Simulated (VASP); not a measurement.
# Be in VASP: a series of runs

Be is run at these levels: PBE; tasks: single point, relaxation of cell and atoms.

Program: VASP 6.6.1. These are calculated values, not measurements. Logs are shortened: lines on timing, memory, paths and dates and some standing lists are left out, and cuts for length are marked.

## Step 1: The cell of the first run

It takes space group P6_3/mmc (No. 194, hexagonal). Conventional cell: a = 2.265 Å, b = 2.265 Å, c = 3.561 Å, α = 90.00°, β = 90.00°, γ = 120.00°. Be (site symmetry -6m2) has 12 Be at 2.21 to 2.27 Å within 2.9 Å.

## Step 2: Single point, PBE

INCAR

```
  PREC = Accurate
  ENCUT = 520
  EDIFF = 1E-6
  ISMEAR = 0
  SIGMA = 0.1
  LREAL = F
  LASPH = T
  NELM = 100
  ALGO = Normal
  ISIF = 2
  LWAVE = F
  LCHARG = F
  GGA = PE
  NBANDS = 9
```

KPOINTS

```
regular mesh
0
Gamma
  27 27 16
```

POSCAR

```
Be
1.0
    2.2650135149      0.0000000000      0.0000000000
   -1.1325067574      1.9615592438      0.0000000000
    0.0000000000      0.0000000000      3.5606959465
Be
2
Direct
    0.3333333333      0.6666666667      0.7500000000
    0.6666666667      0.3333333333      0.2500000000
```

Potentials or basis: VASP PAW PBE potentials, release 64 (Be).

The run is started by

```sh
$ cat potpaw_PBE.64/Be/POTCAR > POTCAR
$ mpirun -np 1 vasp_std > vasp.out
```

OUTCAR:

```text
PREC = Accurate
   ENCUT = 520
   EDIFF = 1E-6
   ISMEAR = 0
   LREAL = F
   LASPH = T
   NELM = 100
   ISIF = 2
   GGA = PE

 ion  position               nearest neighbor table
   1  0.333  0.667  0.750-   2 2.21   2 2.21   2 2.21   2 2.21   2 2.21   2 2.21
   2  0.667  0.333  0.250-   1 2.21   1 2.21   1 2.21   1 2.21   1 2.21   1 2.21

  LATTYP: Found a hexagonal cell.
 ALAT       =     2.2650135149
 C/A-ratio  =     1.5720418104

  Lattice vectors:

 A1 = (   2.2650135149,   0.0000000000,   0.0000000000)
 A2 = (  -1.1325067574,   1.9615592438,   0.0000000000)
 A3 = (   0.0000000000,   0.0000000000,   3.5606959465)

Analysis of symmetry for initial positions (statically):
=====================================================================
 Subroutine PRICEL returns:
 Original cell was already a primitive cell.

 Routine SETGRP: Setting up the symmetry group for a
 hexagonal supercell.

 Subroutine GETGRP returns: Found 24 space group operations
 (whereof 12 operations were pure point group operations)
 out of a pool of 24 trial point group operations.

The static configuration has the point symmetry D_3d.
 The point group associated with its full space group is D_6h.

Analysis of symmetry for dynamics (positions and initial velocities):
=====================================================================
 Subroutine PRICEL returns:
 Original cell was already a primitive cell.

 Routine SETGRP: Setting up the symmetry group for a
 hexagonal supercell.

 Subroutine GETGRP returns: Found 24 space group operations
 (whereof 12 operations were pure point group operations)
 out of a pool of 24 trial point group operations.

The dynamic configuration has the point symmetry D_3d.
 The point group associated with its full space group is D_6h.

 Subroutine INISYM returns: Found 24 space group operations
 (whereof 12 operations are pure point group operations),
 and found     1 'primitive' translations

----------------------------------------------------------------------------------------

                                     Primitive cell

  volume of cell :      15.8200

  direct lattice vectors                    reciprocal lattice vectors
     2.265013515  0.000000000  0.000000000     0.441498469  0.254899260  0.000000000
    -1.132506757  1.961559244  0.000000000     0.000000000  0.509798520  0.000000000
     0.000000000  0.000000000  3.560695947     0.000000000  0.000000000  0.280843974

  length of vectors
     2.265013515  2.265013515  3.560695947     0.509798520  0.509798520  0.280843974

  position of ions in fractional coordinates (direct lattice)
     0.333333333  0.666666667  0.750000000
     0.666666667  0.333333333  0.250000000

  ion indices of the primitive-cell ions
   primitive index   ion index
                 1           1
                 2           2

----------------------------------------------------------------------------------------

 KPOINTS: regular mesh

Automatic generation of k-mesh.
 Grid dimensions read from file:
 generate k-points for:   27   27   16

 Generating k-lattice:

  Cartesian coordinates                     Fractional coordinates (reciprocal lattice)
     0.016351795  0.009440713  0.000000000     0.037037037  0.000000000  0.000000000
     0.000000000  0.018881427  0.000000000     0.000000000  0.037037037  0.000000000
     0.000000000  0.000000000  0.017552748     0.000000000  0.000000000  0.062500000

  Length of vectors
     0.018881427  0.018881427  0.017552748

  Shift w.r.t. Gamma in fractional coordinates (k-lattice)
     0.000000000  0.000000000  0.000000000

 Subroutine IBZKPT returns following result:
 ===========================================

 Found    675 irreducible k-points:

 Following reciprocal coordinates:
            Coordinates               Weight
  0.000000  0.000000  0.000000      1.000000
  0.037037 -0.000000  0.000000      6.000000
  0.074074 -0.000000  0.000000      6.000000
  0.111111  0.000000  0.000000      6.000000
  0.148148  0.000000  0.000000      6.000000
  0.185185  0.000000  0.000000      6.000000
[... 16 lines left out ...]
  0.333333  0.037037  0.000000     12.000000
  0.370370  0.037037  0.000000     12.000000
 [... further k-points ...]
   k-points           NKPTS =    675   k-points in BZ     NKDIM =    675   number of bands    NBANDS=      9
   number of dos      NEDOS =    301   number of ions     NIONS =      2
   total plane-waves  NPLWV =   9072
   dimension x,y,z NGX =    18 NGY =   18 NGZ =   28
   dimension x,y,z NGXF=    36 NGYF=   36 NGZF=   56
   ions per type =               2
   NGX,Y,Z   is equivalent  to a cutoff of  13.21, 13.21, 13.07 a.u.
   NGXF,Y,Z  is equivalent  to a cutoff of  26.42, 26.42, 26.15 a.u.
 SYSTEM =  unknown system
   PREC   = accura    normal or accurate (medium, high low for compatibility)
   ISTART =      0    job   : 0-new  1-cont  2-samecut
   ICHARG =      2    charge: 1-file 2-atom 10-const
   ISPIN  =      1    spin polarized calculation?
   LNONCOLLINEAR =      F non collinear calculations
   LSORBIT =      F    spin-orbit coupling
   LASPH  =      T    aspherical Exc in radial PAW
   ENCUT  =  520.0 eV  38.22 Ry    6.18 a.u.   4.21  4.21  6.62*2*pi/ulx,y,z
   NELM   =    100;   NELMIN=  2; NELMDL= -5     # of ELM steps
   EDIFF  = 0.1E-05   stopping-criterion for ELM
   LREAL  =      F    real-space projection
   EDIFFG = 0.1E-04   stopping-criterion for IOM
   NSW    =      0    number of steps for IOM
   IBRION =     -1    ionic relax: 0-MD 1-quasi-New 2-CG
   NFREE  =      0    steps in history (QN), initial steepest desc. (CG)
   ISIF   =      2    stress and relaxation
   ISYM   =      2    0-nonsym 1-usesym 2-fastsym
   POTIM  = 0.5000    time-step for ionic-motion
   TEBEG  =    0.0;   TEEND  =   0.0 temperature during run
   PSTRESS=    0.0 pullay stress
   NELECT =       4.0000    total number of electrons
   NUPDOWN=      -1.0000    fix difference up-down
   EMIN   =  10.00;   EMAX   =-10.00  energy-range for DOS
   EFERMI =   0.00;   METHOD = LEGACY
   ISMEAR =     0;   SIGMA  =   0.10  broadening in eV -4-tet -1-fermi 0-gaus
   EFERMI_NEDOS =   21; number of points for ismear=-14 and -15
   IALGO  =     38    algorithm
   IMIX   =      4    mixing-type and parameters
     AMIX     =   0.40;   BMIX     =  1.00
     AMIX_MAG =   1.60;   BMIX_MAG =  1.00
  volume/ion in A,a.u.               =       7.91        53.38
  Fermi-wavevector in a.u.,A,eV,Ry     =   1.035204  1.956251 14.580637  1.071647
  Thomas-Fermi vector in A             =   2.169536
   LORBIT       =      0    0 simple, 1 ext, 2 COOP (PROOUT), +10 PAW based schemes
   GGA     = PE    functional components
   LHFCALC =     F    Hartree Fock is set to
   AEXX    =    0.0000 exact exchange contribution
   IVDW    =     0    specifies the selected vdW correction
   LEPSILON=     F    determine dielectric tensor
   LRPA    =     F    only Hartree local field effects (RPA)
 non-spin polarized calculation
 Gauss-broadening in eV      SIGMA  =   0.10
  energy-cutoff  :      520.00
  volume of cell :       15.82
 maximum number of plane-waves:       446
 NGX is ok and might be reduce to    18

 number of electron       4.0000000 magnetization

 Free energy of the ion-electron system (eV)
  ---------------------------------------------------
  ext. energy  EPLUGINS =         0.00000000
  ---------------------------------------------------
  free energy    TOTEN  =        -7.53464038 eV

  energy without entropy =       -7.53394548  energy(sigma->0) =       -7.53429293

 E-fermi :   6.9460     XC(G=0): -10.6039

 val. band max:        6.9240703716   @ k =   0.2963   0.2963   0.1875
 cond. band min:       6.9569968265   @ k =   0.2593   0.2593   0.1250
 fundamental gap:      0.0329264549
 Fermi energy:         6.9460281167

 k-point     1 :       0.0000    0.0000    0.0000
  band No.  band energies     occupation
      1      -4.3276      2.00000
      2       2.5970      2.00000
      3       8.1596      0.00000
      4      22.9778      0.00000
      5      22.9778      0.00000
      6      25.8330      0.00000
      7      25.8330      0.00000
      8      27.9717      0.00000
      9      34.0978      0.00000

 k-point     2 :       0.0370   -0.0000    0.0000
  band No.  band energies     occupation
      1      -4.2882      2.00000
      2       2.6486      2.00000
      3       8.1714      0.00000
      4      22.6375      0.00000
      5      22.7084      0.00000
      6      25.8399      0.00000
      7      25.9892      0.00000
      8      27.8985      0.00000
      9      33.2684      0.00000

 k-point     3 :       0.0741   -0.0000    0.0000
  band No.  band energies     occupation
      1      -4.1699      2.00000
      2       2.8034      2.00000
      3       8.2057      0.00000
      4      21.7219      0.00000
      5      22.0746      0.00000
      6      25.8382      0.00000
      7      26.2691      0.00000
      8      27.6617      0.00000
      9      31.9545      0.00000

 k-point     4 :       0.1111    0.0000    0.0000
  band No.  band energies     occupation
      1      -3.9728      2.00000
      2       3.0612      2.00000
      3       8.2588      0.00000
      4      20.4416      0.00000
      5      21.3039      0.00000
      6      25.7909      0.00000
      7      26.4280      0.00000
      8      27.2124      0.00000
      9      30.4941      0.00000
[... 205 lines left out ...]
 k-point    22 :       0.2963    0.0370    0.0000
  band No.  band energies     occupation
      1      -1.4513      2.00000
      2       6.3240      2.00000
      3       7.8353      0.00000
      4      13.5017      0.00000
      5      17.3025      0.00000
      6      20.0604      0.00000
      7      21.4460      0.00000
      8      24.8007      0.00000
      9      26.9181      0.00000

 k-point    23 :       0.3333    0.0370    0.0000
  band No.  band energies     occupation
      1      -0.7503      2.00000
      2       7.1602      0.00246
      3       7.2213      0.00010
      4      13.1500      0.00000
      5      16.8231      0.00000
      6      18.4238      0.00000
      7      20.3138      0.00000
      8      24.4903      0.00000
      9      26.8789      0.00000

 k-point    24 :       0.3704    0.0370    0.0000
  band No.  band energies     occupation
      1       0.0157      2.00000
      2       6.2728      2.00000
      3       8.1966      0.00000
      4      13.1464      0.00000
      5      16.3951      0.00000
      6      16.8475      0.00000
      7      19.3290      0.00000
      8      24.2369      0.00000
      9      26.8663      0.00000

 [... further k-points ...]

------------------------ aborting loop because EDIFF is reached ----------------------------------------

  FORCE on cell =-STRESS in cart. coord.  units (eV):
  Direction    XX          YY          ZZ          XY          YZ          ZX
  --------------------------------------------------------------------------------------
  -------------------------------------------------------------------------------------
  Total        0.0138672      0.0138672      0.0181101      0.0000000      0.0000000     -0.0000000
  in kB        1.4043999      1.4043999      1.8341059      0.0000000      0.0000000     -0.0000000
  external PRESSURE =       1.5476353 kB  Pullay stress =       0.0000000 kB

 VOLUME and BASIS-vectors are now :
 -----------------------------------------------------------------------------
  energy-cutoff  :      520.00
  volume of cell :       15.82
      direct lattice vectors                 reciprocal lattice vectors
     2.265013515  0.000000000  0.000000000     0.441498469  0.254899260  0.000000000
    -1.132506757  1.961559244  0.000000000     0.000000000  0.509798520  0.000000000
     0.000000000  0.000000000  3.560695947     0.000000000  0.000000000  0.280843974

 POSITION                                       TOTAL-FORCE (eV/Angst)
 -----------------------------------------------------------------------------------
     -0.00000      1.30771      2.67052         0.000000     -0.000000      0.000000
      1.13251      0.65385      0.89017        -0.000000      0.000000      0.000000
 -----------------------------------------------------------------------------------
    total drift:                                0.000000     -0.000000      0.000000

  FREE ENERGIE OF THE ION-ELECTRON SYSTEM (eV)
  ---------------------------------------------------
  free  energy   TOTEN  =        -7.5346403802 eV

  energy  without entropy=       -7.5339454813  energy(sigma->0) =       -7.53429293
```

Wall time 28 s (1 thread of Intel Xeon 6975P-C (Granite Rapids), shared host); peak memory 0.19 GiB.

Results:

- Free energy: -7.5346 eV
- Pressure: 0.2 GPa
- Band gap on the k mesh: zero (bands 2 and 3 overlap by 2.15 eV)

Levels at points of the mesh, in eV from the Fermi level:
```
           k point  band 1  band 2  band 3  band 4  band 5  band 6
(0.00, 0.00, 0.00)  -11.27   -4.35    1.21   16.03   16.03   18.89
(0.00, 0.00, 0.50)   -9.11   -9.11   10.83   10.83   17.69   17.69
```

## Step 3: Single point, PBE

This run uses another cell than the first one: it holds 8 atoms, not 2.

INCAR

```
SYSTEM = Be
PREC     = Accurate       ! precision mode
ENCUT    = 520            ! plane-wave cutoff, eV
EDIFF    = 1E-7           ! SCF threshold, eV
ISMEAR   = 0              ! smearing method
SIGMA    = 0.1            ! smearing width, eV
LREAL    = .FALSE.        ! projectors in reciprocal space
LASPH    = .TRUE.         ! aspherical terms in the spheres
NELM     = 60             ! most SCF steps
ALGO     = Fast           ! electronic algorithm
ISIF     = 2              ! what is computed and relaxed
LWAVE    = .FALSE.        ! write WAVECAR
LCHARG   = .TRUE.         ! write CHGCAR
GGA      = PE             ! functional
LELF     = .TRUE.         ! ELF
LVHAR    = .TRUE.       
NBANDS   = 18             ! bands
```

KPOINTS

```
regular mesh
0
G
  10 6 4
  0 0 0
```

POSCAR

```
Be
1.0
    1.1410596755     -1.9763623418     -0.0001157413
   -3.3896444492     -1.9570629054      0.0001783794
    0.0000058352      0.0003964576     -7.0906275471
Be
8
Direct
    0.4999993507      0.8316675844      0.6249915960
    0.4999960471      0.8317251669      0.1249882042
    0.9999261775      0.3316614650      0.6250037873
    1.0000800815      0.3317397988      0.1250133908
    0.9999957587      0.6683365700      0.8750032067
    0.9999749740      0.6682666591      0.3749823958
    0.5000152559      0.1683346568      0.8750059874
    0.5000123546      0.1682680992      0.3750114319
```

Potentials or basis: VASP PAW PBE potentials, release 64 (Be).

The run is started by

```sh
$ cat potpaw_PBE.64/Be/POTCAR > POTCAR
$ mpirun -np 1 vasp_std > vasp.out
```

It took 66 s on 1 thread of Intel Xeon 6975P-C (Granite Rapids), shared host; peak memory 0.22 GiB.

Results (log left out):

| Quantity | Value |
| --- | --- |
| Free energy | -30.1220 eV |
| Pressure | 0.2 GPa |
| Band gap on the k mesh | zero (bands 8 and 9 overlap by 1.39 eV) |

Levels at points of the mesh, in eV from the Fermi level:
| k point | band 6 | band 7 | band 8 | band 9 | band 10 | band 11 |
| --- | --- | --- | --- | --- | --- | --- |
| (0.00, 0.00, 0.00) | -3.45 | -3.45 | -2.93 | 1.36 | 1.71 | 1.71 |
| (0.50, 0.00, 0.00) | -3.85 | 0.92 | 0.92 | 1.90 | 1.90 | 2.52 |
| (0.00, 0.50, 0.00) | -7.23 | -1.90 | -1.90 | 1.55 | 1.55 | 8.28 |
| (0.50, 0.50, 0.00) | -3.56 | -3.13 | -3.13 | 1.62 | 1.62 | 1.62 |
| (0.00, 0.00, 0.50) | -4.44 | -2.95 | -2.95 | 2.63 | 2.64 | 3.16 |
| (0.50, 0.00, 0.50) | -1.44 | -1.44 | -1.44 | 2.35 | 2.35 | 2.35 |
| (0.00, 0.50, 0.50) | -4.52 | -4.51 | -4.51 | 5.05 | 5.05 | 5.05 |
| (0.50, 0.50, 0.50) | -3.12 | -3.12 | -3.12 | 2.54 | 2.54 | 2.54 |

## Step 4: Relaxation of cell and atoms, PBE

This run uses another cell than the first one, of 7.94 Å³/atom.

INCAR

```
PREC     = Accurate       # precision mode
ENCUT    = 600            # plane-wave cutoff, eV
EDIFF    = 1E-6           # SCF threshold, eV
ISMEAR   = 0              # smearing method
SIGMA    = 0.1            # smearing width, eV
LREAL    = F              # projectors in reciprocal space
LASPH    = T              # aspherical terms in the spheres
NELM     = 100            # most SCF steps
ALGO     = Normal         # electronic algorithm
ISIF     = 3              # what is computed and relaxed
LWAVE    = F              # write WAVECAR
LCHARG   = F              # write CHGCAR
GGA      = PE             # functional
IBRION   = 2              # ionic algorithm
NSW      = 100            # ionic steps
EDIFFG   = -0.01          # ionic threshold
```

KPOINTS

```
regular mesh
0
Gamma
  27 27 16
```

POSCAR

```
Be
1.0
    2.2647826536      0.0000000000      0.0000000000
   -1.1323913268      1.9613593121      0.0000000000
    0.0000000000      0.0000000000      3.5741024600
Be
2
Direct
    0.3333333300      0.6666666700      0.7500000000
    0.6666666700      0.3333333300      0.2500000000
```

The run is started by

```sh
$ cat potpaw_PBE.64/Be/POTCAR > POTCAR
$ mpirun -np 1 vasp_std > vasp.out
```

Wall time 27 s (1 thread of Intel Xeon 6975P-C (Granite Rapids), shared host); peak memory 0.18 GiB.

The run converged. Its results:

```
Free energy                           : -7.5347 eV
Relaxed volume                        : 7.92 Å³/atom
Relaxed cell                          : a = 2.266 Å, b = 2.266 Å, c = 3.563 Å, α = 90.00°, β = 90.00°, γ = 120.00°
Space group after relaxing (to 0.1 Å) : P6_3/mmc (No. 194)
Energy gained by relaxing             : 0.1 meV/atom
Ionic steps                           : 2
Pressure after relaxing               : 0.0 GPa
Band gap on the k mesh                : zero (bands 2 and 3 overlap by 2.15 eV)
```

Stress tensor (GPa, compression positive):
```
 0.06  0.00  0.00
 0.00  0.06  0.00
 0.00  0.00 -0.11
```

The path:
```tsv
step	energy change (eV)	largest force (eV/Å)	pressure (GPa)	volume (Å³)
1	0.0000	0.0000	-0.32	15.88
2	-0.0002	0.0000	0.00	15.84
```

Final structure:
```
Be
1.0
     2.26561    0.00000    0.00000
    -1.13280    1.96207    0.00000
     0.00000    0.00000    3.56333
Be
2
Direct
  0.33333 0.66667 0.75000
  0.66667 0.33333 0.25000
```

Levels at points of the mesh, in eV from the Fermi level:
| k point | band 1 | band 2 | band 3 | band 4 | band 5 | band 6 |
| --- | --- | --- | --- | --- | --- | --- |
| (0.00, 0.00, 0.00) | -11.27 | -4.35 | 1.20 | 16.02 | 16.02 | 18.87 |
| (0.00, 0.00, 0.50) | -9.10 | -9.10 | 10.80 | 10.80 | 17.67 | 17.67 |

## Step 5: Single point, PBE

This run uses another cell than the first one: it holds 4 atoms, not 2.

INCAR

```
SYSTEM = Be
  PREC = Accurate
  ENCUT = 520
  EDIFF = 1E-7
  ISMEAR = 0
  SIGMA = 0.1
  LREAL = .False.
  LASPH = .True.
  NELM = 100
  ALGO = Fast
  ISIF = 2
  LWAVE = .False.
  LCHARG = .False.
  GGA = PE
  NBANDS = 12
```

KPOINTS

```
regular mesh
0
Gamma
  9 9 4
  0 0 0
```

POSCAR

```
Be
1.0
    2.5146225399      0.0000000000      0.0000000000
   -1.2573112699      2.1777270004      0.0000000000
    0.0000000000      0.0000000000      6.4559336822
Be
4
Direct
    0.3333333333      0.6666666667      0.1610000000
    0.6666666667      0.3333333333      0.6610000000
    0.3333333333      0.6666666667      0.3390000000
    0.6666666667      0.3333333333      0.8390000000
```

The run is started by

```sh
$ cat potpaw_PBE.64/Be/POTCAR > POTCAR
$ mpirun -np 1 vasp_std > vasp.out
```

It took 10 s on 1 thread of AMD EPYC 7R13 (Zen 3), shared host; peak memory 0.11 GiB.

It converged, with:

* Free energy: 4.4429 eV
* Pressure: 66.0 GPa
* Largest force: 29.001 eV/Å
* Band gap on the k mesh: zero (bands 4 and 5 overlap by 0.91 eV)

Forces on the atoms (eV/Å):
```
Be    0.000   0.000 -29.001
Be    0.000   0.000 -29.001
Be    0.000   0.000  29.001
Be    0.000   0.000  29.001
```

Stress tensor (GPa, compression positive):
```
-46.43   0.00   0.00
  0.00 -46.43   0.00
  0.00   0.00 290.83
```

Levels at points of the mesh, in eV from the Fermi level:
```tsv
k point	band 1	band 2	band 3	band 4	band 5	band 6	band 7	band 8
(0.00, 0.00, 0.00)	-10.15	-8.10	-6.66	-2.01	4.15	7.77	7.77	8.25
(0.00, 0.00, 0.50)	-9.49	-9.49	-4.25	-4.25	6.53	6.53	8.00	8.00
```

Caveat: atoms lie so close that the PAW spheres overlap strongly, which falsifies energies and pressures; the stress differs along the axes, from -46 to 291 GPa; forces of over 1 eV/Å act on the atoms, so gaps and moduli don't describe the material at rest.

[end of part 1 of 2]

The gap in the log of VASP goes by the Fermi energy; the results here count the filled bands.